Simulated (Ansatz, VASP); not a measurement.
# PbS: VASP beside Ansatz

```xyz
2
Lattice="0.0000 3.0326 3.0326 3.0326 0.0000 3.0326 3.0326 3.0326 0.0000" Properties=species:S:1:pos:R:3 pbc="T T T"
Pb    0.0000    0.0000    0.0000
S     3.0326    3.0326    3.0326
```

Alike in both runs: task single point; functional LDA; k mesh 8 × 8 × 8; occupations fermi-dirac, width 0.06 eV; no spin polarisation.

|  | VASP | Ansatz |
| --- | --- | --- |
| version | VASP 6.6.1 | Ansatz 0.2 development build |
| potentials or method | VASP PAW LDA potentials, release 64 (Pb_d, S), cutoff 520 eV | all-electron full-potential LAPW, scalar-relativistic |

```csv
,VASP,Ansatz,Ansatz less VASP
pressure (GPa),-5.6,-5.6,+0.01
```

LDA's correlation is that of Perdew and Zunger in VASP and of Perdew and Wang (1992) in Ansatz. Ansatz ran all-electron here, and VASP with PAW potentials.

Spin-orbit coupling is off throughout.
